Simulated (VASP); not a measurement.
# BTe3 (Pm-3m) in VASP: notebook

The runs below take BTe3 through single point, relaxation of cell and atoms, with PBE.

Everything below comes from runs of VASP 6.6.1. Logs are shortened: lines on timing, memory, paths and dates and some standing lists are left out, and cuts for length are marked.

## 1. The cell of the first run

Symmetry: Pm-3m, No. 221, cubic system. Conventional cell: a = 4.684 Å, b = 4.684 Å, c = 4.684 Å, α = 90.00°, β = 90.00°, γ = 90.00°. Within 4.4 Å of B (site symmetry m-3m) lie 12 Te at 3.31 Å. Within 4.4 Å of Te (site symmetry 4/mmm) lie 4 B at 3.31 Å and 8 Te at 3.31 Å.

## 2. Single point, PBE

INCAR reads:

```
PREC = Accurate ; ENCUT = 520
EDIFF = 1E-6 ; ISMEAR = 0
SIGMA = 0.1 ; LREAL = F
LASPH = T ; NELM = 100
ALGO = Normal ; ISIF = 2
LWAVE = F ; LCHARG = F
GGA = PE ; NBANDS = 18
```

KPOINTS reads:

```
Automatic mesh
0
Gamma
  4 4 4
```

POSCAR reads:

```
BTe3
1.0
    4.6841813022      0.0000000000      0.0000000000
    0.0000000000      4.6841813022      0.0000000000
    0.0000000000      0.0000000000      4.6841813022
B Te
1 3
Direct
    0.0000000000      0.0000000000      0.0000000000
    0.0000000000      0.5000000000      0.5000000000
    0.5000000000      0.0000000000      0.5000000000
    0.5000000000      0.5000000000      0.0000000000
```

Potentials or basis: VASP PAW PBE potentials, release 64 (B, Te).

Started as:

```bash
$ cat potpaw_PBE.64/B/POTCAR potpaw_PBE.64/Te/POTCAR > POTCAR
$ mpirun -np 1 vasp_std > vasp.out
```

OUTCAR:

```text
PREC = Accurate
   ENCUT = 520
   EDIFF = 1E-6
   ISMEAR = 0
   LREAL = F
   LASPH = T
   NELM = 100
   ISIF = 2
   GGA = PE

 ion  position               nearest neighbor table
   1  0.000  0.000  0.000-
   2  0.000  0.500  0.500-   3 3.31   4 3.31   4 3.31   3 3.31   3 3.31   4 3.31   4 3.31   3 3.31

   3  0.500  0.000  0.500-   2 3.31   4 3.31   4 3.31   2 3.31   4 3.31   4 3.31   2 3.31   2 3.31

   4  0.500  0.500  0.000-   2 3.31   3 3.31   2 3.31   3 3.31   3 3.31   3 3.31   2 3.31   2 3.31

  LATTYP: Found a simple cubic cell.
 ALAT       =     4.6841813022

  Lattice vectors:

 A1 = (   4.6841813022,   0.0000000000,   0.0000000000)
 A2 = (   0.0000000000,   4.6841813022,   0.0000000000)
 A3 = (   0.0000000000,   0.0000000000,   4.6841813022)

Analysis of symmetry for initial positions (statically):
=====================================================================
 Subroutine PRICEL returns:
 Original cell was already a primitive cell.

 Routine SETGRP: Setting up the symmetry group for a
 simple cubic supercell.

 Subroutine GETGRP returns: Found 48 space group operations
 (whereof 48 operations were pure point group operations)
 out of a pool of 48 trial point group operations.

The static configuration has the point symmetry O_h .

Analysis of symmetry for dynamics (positions and initial velocities):
=====================================================================
 Subroutine PRICEL returns:
 Original cell was already a primitive cell.

 Routine SETGRP: Setting up the symmetry group for a
 simple cubic supercell.

 Subroutine GETGRP returns: Found 48 space group operations
 (whereof 48 operations were pure point group operations)
 out of a pool of 48 trial point group operations.

The dynamic configuration has the point symmetry O_h .

 Subroutine INISYM returns: Found 48 space group operations
 (whereof 48 operations are pure point group operations),
 and found     1 'primitive' translations

----------------------------------------------------------------------------------------

                                     Primitive cell

  volume of cell :     102.7782

  direct lattice vectors                    reciprocal lattice vectors
     4.684181302  0.000000000  0.000000000     0.213484478  0.000000000  0.000000000
     0.000000000  4.684181302  0.000000000     0.000000000  0.213484478  0.000000000
     0.000000000  0.000000000  4.684181302     0.000000000  0.000000000  0.213484478

  length of vectors
     4.684181302  4.684181302  4.684181302     0.213484478  0.213484478  0.213484478

  position of ions in fractional coordinates (direct lattice)
     0.000000000  0.000000000  0.000000000
     0.000000000  0.500000000  0.500000000
     0.500000000  0.000000000  0.500000000
     0.500000000  0.500000000  0.000000000

  ion indices of the primitive-cell ions
   primitive index   ion index
                 1           1
                 2           2
                 3           3
                 4           4

----------------------------------------------------------------------------------------

 KPOINTS: Automatic mesh

Automatic generation of k-mesh.
 Grid dimensions read from file:
 generate k-points for:    4    4    4

 Generating k-lattice:

  Cartesian coordinates                     Fractional coordinates (reciprocal lattice)
     0.053371119  0.000000000  0.000000000     0.250000000  0.000000000  0.000000000
     0.000000000  0.053371119  0.000000000     0.000000000  0.250000000  0.000000000
     0.000000000  0.000000000  0.053371119     0.000000000  0.000000000  0.250000000

  Length of vectors
     0.053371119  0.053371119  0.053371119

  Shift w.r.t. Gamma in fractional coordinates (k-lattice)
     0.000000000  0.000000000  0.000000000

 Subroutine IBZKPT returns following result:
 ===========================================

 Found     10 irreducible k-points:

 Following reciprocal coordinates:
            Coordinates               Weight
  0.000000  0.000000  0.000000      1.000000
  0.250000  0.000000  0.000000      6.000000
  0.500000  0.000000  0.000000      3.000000
  0.250000  0.250000  0.000000     12.000000
  0.500000  0.250000  0.000000     12.000000
  0.500000  0.500000  0.000000      3.000000
  0.250000  0.250000  0.250000      8.000000
  0.500000  0.250000  0.250000     12.000000
  0.500000  0.500000  0.250000      6.000000
  0.500000  0.500000  0.500000      1.000000
   k-points           NKPTS =     10   k-points in BZ     NKDIM =     10   number of bands    NBANDS=     18
   number of dos      NEDOS =    301   number of ions     NIONS =      4
   total plane-waves  NPLWV =  46656
   dimension x,y,z NGX =    36 NGY =   36 NGZ =   36
   dimension x,y,z NGXF=    72 NGYF=   72 NGZF=   72
   ions per type =               1   3
   NGX,Y,Z   is equivalent  to a cutoff of  12.78, 12.78, 12.78 a.u.
   NGXF,Y,Z  is equivalent  to a cutoff of  25.55, 25.55, 25.55 a.u.
 SYSTEM =  unknown system
   PREC   = accura    normal or accurate (medium, high low for compatibility)
   ISTART =      0    job   : 0-new  1-cont  2-samecut
   ICHARG =      2    charge: 1-file 2-atom 10-const
   ISPIN  =      1    spin polarized calculation?
   LNONCOLLINEAR =      F non collinear calculations
   LSORBIT =      F    spin-orbit coupling
   LASPH  =      T    aspherical Exc in radial PAW
   ENCUT  =  520.0 eV  38.22 Ry    6.18 a.u.   8.71  8.71  8.71*2*pi/ulx,y,z
   NELM   =    100;   NELMIN=  2; NELMDL= -5     # of ELM steps
   EDIFF  = 0.1E-05   stopping-criterion for ELM
   LREAL  =      F    real-space projection
   EDIFFG = 0.1E-04   stopping-criterion for IOM
   NSW    =      0    number of steps for IOM
   IBRION =     -1    ionic relax: 0-MD 1-quasi-New 2-CG
   NFREE  =      0    steps in history (QN), initial steepest desc. (CG)
   ISIF   =      2    stress and relaxation
   ISYM   =      2    0-nonsym 1-usesym 2-fastsym
   POTIM  = 0.5000    time-step for ionic-motion
   TEBEG  =    0.0;   TEEND  =   0.0 temperature during run
   PSTRESS=    0.0 pullay stress
   NELECT =      21.0000    total number of electrons
   NUPDOWN=      -1.0000    fix difference up-down
   EMIN   =  10.00;   EMAX   =-10.00  energy-range for DOS
   EFERMI =   0.00;   METHOD = LEGACY
   ISMEAR =     0;   SIGMA  =   0.10  broadening in eV -4-tet -1-fermi 0-gaus
   EFERMI_NEDOS =   21; number of points for ismear=-14 and -15
   IALGO  =     38    algorithm
   IMIX   =      4    mixing-type and parameters
     AMIX     =   0.40;   BMIX     =  1.00
     AMIX_MAG =   1.60;   BMIX_MAG =  1.00
  volume/ion in A,a.u.               =      25.69       173.40
  Fermi-wavevector in a.u.,A,eV,Ry     =   0.964231  1.822132 12.649889  0.929741
  Thomas-Fermi vector in A             =   2.093844
   LORBIT       =      0    0 simple, 1 ext, 2 COOP (PROOUT), +10 PAW based schemes
   GGA     = PE    functional components
   LHFCALC =     F    Hartree Fock is set to
   AEXX    =    0.0000 exact exchange contribution
   IVDW    =     0    specifies the selected vdW correction
   LEPSILON=     F    determine dielectric tensor
   LRPA    =     F    only Hartree local field effects (RPA)
 non-spin polarized calculation
 Gauss-broadening in eV      SIGMA  =   0.10
  energy-cutoff  :      520.00
  volume of cell :      102.78
 maximum number of plane-waves:      2800
 NGX is ok and might be reduce to    36
   NGX = 17   NGY = 17   NGZ = 17

 number of electron      20.9999999 magnetization

 Free energy of the ion-electron system (eV)
  ---------------------------------------------------
  ext. energy  EPLUGINS =         0.00000000
  ---------------------------------------------------
  free energy    TOTEN  =       -11.01815973 eV

  energy without entropy =      -11.00294279  energy(sigma->0) =      -11.01055126

 E-fermi :   6.7847     XC(G=0):  -9.8575

 val. band max:        6.7315613490   @ k =   0.2500   0.2500   0.0000
 cond. band min:       6.8226334757   @ k =   0.5000   0.5000   0.0000
 fundamental gap:      0.0910721267
 Fermi energy:         6.7846518037

 k-point     1 :       0.0000    0.0000    0.0000
  band No.  band energies     occupation
      1      -6.9854      2.00000
      2      -2.9145      2.00000
      3      -2.9145      2.00000
      4       1.7584      2.00000
      5       1.7584      2.00000
      6       1.7584      2.00000
[... 10 lines left out ...]
     17      10.5943      0.00000
     18      11.8048      0.00000

 k-point     2 :       0.2500    0.0000    0.0000
  band No.  band energies     occupation
      1      -6.6434      2.00000
      2      -3.8401      2.00000
      3      -2.8509      2.00000
      4       1.2343      2.00000
      5       2.1479      2.00000
      6       2.1479      2.00000
[... 10 lines left out ...]
     17      11.7719      0.00000
     18      12.3266      0.00000

 k-point     3 :       0.5000    0.0000    0.0000
  band No.  band energies     occupation
      1      -5.9908      2.00000
      2      -4.9471      2.00000
      3      -2.7843      2.00000
      4       1.2899      2.00000
      5       2.8920      2.00000
      6       2.8920      2.00000
[... 10 lines left out ...]
     17      12.9355      0.00000
     18      13.8628      0.00000

 k-point     4 :       0.2500    0.2500    0.0000
  band No.  band energies     occupation
      1      -6.3059      2.00000
      2      -3.9369      2.00000
      3      -3.3867      2.00000
      4       0.6705      2.00000
      5       2.5427      2.00000
      6       3.2209      2.00000
[... 81 lines left out ...]
      4       0.5490      2.00000
      5       1.3321      2.00000
      6       2.2048      2.00000
[... 10 lines left out ...]
     17      14.0325      0.00000
     18      14.3535      0.00000

 k-point     9 :       0.5000    0.5000    0.2500
  band No.  band energies     occupation
      1      -4.5566      2.00000
      2      -4.4642      2.00000
      3      -4.4642      2.00000
      4       0.2371      2.00000
      5       1.0820      2.00000
      6       2.3022      2.00000
[... 10 lines left out ...]
     17      14.7192      0.00000
     18      14.7192      0.00000

 k-point    10 :       0.5000    0.5000    0.5000
  band No.  band energies     occupation
      1      -4.3137      2.00000
      2      -4.3137      2.00000
      3      -4.3137      2.00000
      4       0.0716      2.00000
      5       1.2422      2.00000
      6       1.4000      2.00000
[... 10 lines left out ...]
     17      14.3859      0.00000
     18      14.7701      0.00000

------------------------ aborting loop because EDIFF is reached ----------------------------------------

  FORCE on cell =-STRESS in cart. coord.  units (eV):
  Direction    XX          YY          ZZ          XY          YZ          ZX
  --------------------------------------------------------------------------------------
  -------------------------------------------------------------------------------------
  Total       -0.9139214     -0.9139214     -0.9139214     -0.0000000     -0.0000000      0.0000000
  in kB      -14.2468332    -14.2468332    -14.2468332     -0.0000000     -0.0000000      0.0000000
  external PRESSURE =     -14.2468332 kB  Pullay stress =       0.0000000 kB

 VOLUME and BASIS-vectors are now :
 -----------------------------------------------------------------------------
  energy-cutoff  :      520.00
  volume of cell :      102.78
      direct lattice vectors                 reciprocal lattice vectors
     4.684181302  0.000000000  0.000000000     0.213484478  0.000000000  0.000000000
     0.000000000  4.684181302  0.000000000     0.000000000  0.213484478  0.000000000
     0.000000000  0.000000000  4.684181302     0.000000000  0.000000000  0.213484478

 POSITION                                       TOTAL-FORCE (eV/Angst)
 -----------------------------------------------------------------------------------
      0.00000      0.00000      0.00000         0.000000      0.000000      0.000000
      0.00000      2.34209      2.34209         0.000000      0.000000      0.000000
      2.34209      0.00000      2.34209         0.000000      0.000000      0.000000
      2.34209      2.34209      0.00000         0.000000      0.000000      0.000000
 -----------------------------------------------------------------------------------
    total drift:                               -0.000000      0.000000      0.000000

  FREE ENERGIE OF THE ION-ELECTRON SYSTEM (eV)
  ---------------------------------------------------
  free  energy   TOTEN  =       -11.0181597332 eV

  energy  without entropy=      -11.0029427940  energy(sigma->0) =      -11.01055126
```

Run time: 12 s. Hardware: 1 thread of Intel Xeon Platinum 8488C (Sapphire Rapids), shared host; peak memory 0.2 GiB.

What came out:

- Free energy: -11.0182 eV
- Pressure: -1.4 GPa
- Band gap on the k mesh: zero (an odd number of electrons rules out a gap without spin polarisation)

Caveat: spin-orbit coupling is left out, which moves the levels of the heavy elements.

## 3. Single point, PBE

This run uses another cell than the first one, of 24.86 Å³/atom.

INCAR reads:

```
PREC = Accurate
ENCUT = 520
EDIFF = 1E-6
ISMEAR = 0
SIGMA = 0.1
LREAL = F
LASPH = T
NELM = 100
ALGO = Normal
ISIF = 2
LWAVE = F
LCHARG = F
GGA = PE
NBANDS = 18
```

KPOINTS reads:

```
regular mesh
0
Gamma
  10 10 10
```

POSCAR reads:

```
BTe3
1.0
    4.6332177519      0.0000000000      0.0000000000
    0.0000000000      4.6332177519      0.0000000000
    0.0000000000      0.0000000000      4.6332177519
B Te
1 3
Direct
    0.0000000000      0.0000000000      0.0000000000
    0.0000000000      0.5000000000      0.5000000000
    0.5000000000      0.0000000000      0.5000000000
    0.5000000000      0.5000000000      0.0000000000
```

Potentials or basis: VASP PAW PBE potentials, release 64 (B, Te).

Started as:

```bash
$ cat potpaw_PBE.64/B/POTCAR potpaw_PBE.64/Te/POTCAR > POTCAR
$ mpirun -np 1 vasp_std > vasp.out
```

OUTCAR:

```text
PREC = Accurate
   ENCUT = 520
   EDIFF = 1E-6
   ISMEAR = 0
   LREAL = F
   LASPH = T
   NELM = 100
   ISIF = 2
   GGA = PE

 ion  position               nearest neighbor table
   1  0.000  0.000  0.000-
   2  0.000  0.500  0.500-   3 3.28   4 3.28   4 3.28   3 3.28   3 3.28   4 3.28   4 3.28   3 3.28

   3  0.500  0.000  0.500-   2 3.28   4 3.28   4 3.28   2 3.28   4 3.28   4 3.28   2 3.28   2 3.28

[... 705 lines left out ...]
  FORCE on cell =-STRESS in cart. coord.  units (eV):
  Direction    XX          YY          ZZ          XY          YZ          ZX
  --------------------------------------------------------------------------------------
  -------------------------------------------------------------------------------------
  Total       -0.0751555     -0.0751555     -0.0751555     -0.0000000      0.0000000     -0.0000000
  in kB       -1.2106635     -1.2106635     -1.2106635     -0.0000000      0.0000000     -0.0000000
  external PRESSURE =      -1.2106635 kB  Pullay stress =       0.0000000 kB

 VOLUME and BASIS-vectors are now :
 -----------------------------------------------------------------------------
  energy-cutoff  :      520.00
  volume of cell :       99.46
      direct lattice vectors                 reciprocal lattice vectors
     4.633217752  0.000000000  0.000000000     0.215832722  0.000000000  0.000000000
     0.000000000  4.633217752  0.000000000     0.000000000  0.215832722  0.000000000
     0.000000000  0.000000000  4.633217752     0.000000000  0.000000000  0.215832722

 POSITION                                       TOTAL-FORCE (eV/Angst)
 -----------------------------------------------------------------------------------
      0.00000      0.00000      0.00000         0.000000      0.000000      0.000000
      0.00000      2.31661      2.31661         0.000000      0.000000      0.000000
      2.31661      0.00000      2.31661         0.000000      0.000000      0.000000
      2.31661      2.31661      0.00000         0.000000      0.000000      0.000000
 -----------------------------------------------------------------------------------
    total drift:                               -0.000000      0.000000      0.000000

  FREE ENERGIE OF THE ION-ELECTRON SYSTEM (eV)
  ---------------------------------------------------
  free  energy   TOTEN  =       -11.0399869559 eV

  energy  without entropy=      -11.0242738189  energy(sigma->0) =      -11.03213039
```

stdout:

```text
POSCAR found type information on POSCAR B Te
 POSCAR found :  2 types and       4 ions
 scaLAPACK will be used
 LDA part: xc-table for (Slater+PW92), standard interpolation
 POSCAR, INCAR and KPOINTS ok, starting setup
 FFT: planning ... GRIDC
 FFT: planning ... GRID_SOFT
 FFT: planning ... GRID
 WAVECAR not read
 entering main loop
```

It took 42 s on 1 thread of Intel Xeon Platinum 8488C (Sapphire Rapids), shared host; peak memory 0.25 GiB.

What came out:

| Property | Result |
| --- | --- |
| Free energy | -11.0400 eV |
| Pressure | -0.1 GPa |
| Band gap on the k mesh | zero (an odd number of electrons rules out a gap without spin polarisation) |

Caveat: spin-orbit coupling is left out, which moves the levels of the heavy elements.

## 4. Relaxation of cell and atoms, PBE

INCAR reads:

```
PREC = Accurate
ENCUT = 600
EDIFF = 1E-7
ISMEAR = 0
SIGMA = 0.1
LREAL = F
LASPH = T
NELM = 60
ALGO = Normal
ISIF = 3
LWAVE = F
LCHARG = F
GGA = PE
IBRION = 2
NSW = 100
EDIFFG = -0.01
```

KPOINTS reads:

```
Automatic mesh
0
Gamma
  10 10 10
```

POSCAR reads:

```
BTe3
1.0
    4.6841813022      0.0000000000      0.0000000000
    0.0000000000      4.6841813022      0.0000000000
    0.0000000000      0.0000000000      4.6841813022
B Te
1 3
Direct
    0.0000000000      0.0000000000      0.0000000000
    0.0000000000      0.5000000000      0.5000000000
    0.5000000000      0.0000000000      0.5000000000
    0.5000000000      0.5000000000      0.0000000000
```

Started as:

```bash
$ cat potpaw_PBE.64/B/POTCAR potpaw_PBE.64/Te/POTCAR > POTCAR
$ mpirun -np 1 vasp_std > vasp.out
```

Run time: 95 s. Hardware: 1 thread of Intel Xeon Platinum 8488C (Sapphire Rapids), shared host; peak memory 0.3 GiB.

The run converged. Its results:

* Free energy: -11.0404 eV
* Relaxed volume: 24.77 Å³/atom
* Relaxed cell: a = 4.628 Å, b = 4.628 Å, c = 4.628 Å, α = 90.00°, β = 90.00°, γ = 90.00°
* Space group after relaxing (to 0.1 Å): Pm-3m (No. 221)
* Energy gained by relaxing: 4.5 meV/atom
* Ionic steps: 2
* Pressure after relaxing: 0.0 GPa
* Band gap on the k mesh: zero (an odd number of electrons rules out a gap without spin polarisation)

Step by step:
```csv
step,energy change (eV),largest force (eV/Å),pressure (GPa),volume (Å³)
1,0.0000,0.0000,-1.56,102.78
2,-0.0181,0.0000,0.05,99.09
```

Final structure:
```
B Te
1.0
     4.62753    0.00000    0.00000
     0.00000    4.62753    0.00000
     0.00000    0.00000    4.62753
B Te
1 3
Cartesian
  0.0000 0.0000 0.0000
  0.0000 2.3138 2.3138
  2.3138 0.0000 2.3138
  2.3138 2.3138 0.0000
```

Levels at points of the mesh, in eV from the Fermi level:
```
           k point  band 7  band 8  band 9  band 10  band 11  band 12  band 13  band 14
(0.00, 0.00, 0.00)   -4.96   -0.45   -0.45    -0.45     0.36     0.36     0.36     3.76
(0.50, 0.00, 0.00)   -2.83   -2.83   -1.93    -1.88    -0.08     0.74     1.09     1.09
(0.50, 0.50, 0.00)   -2.49   -2.49   -2.41    -2.06    -2.06    -0.05     2.01     2.48
(0.50, 0.50, 0.50)   -5.64   -5.62    2.19     2.19     2.63     2.63     2.63     2.82
```

Caveat: spin-orbit coupling is left out, which moves the levels of the heavy elements.

## 5. The runs side by side

```tsv
task	cell	k mesh	cutoff (eV)	gap on the mesh (eV)	pressure (GPa)
single point	a = 4.684 Å, 4 atoms	4 × 4 × 4	520	none	-1.4
single point	a = 4.633 Å, 4 atoms	10 × 10 × 10	520	none	-0.1
relaxation of cell and atoms	relaxed from a = 4.684 Å, 4 atoms	10 × 10 × 10	600	none	0.0
```

Alike in all rows: level PBE; potentials or basis VASP PAW PBE potentials, release 64 (B, Te); no spin polarisation; smearing gaussian 0.1 eV.

Caveats: spin-orbit coupling is left out, which moves the levels of the heavy elements.

Total energies depend on the potentials used, so only differences within one code and one set of settings carry meaning.

The gap in the log of VASP goes by the Fermi energy; the results here count the filled bands.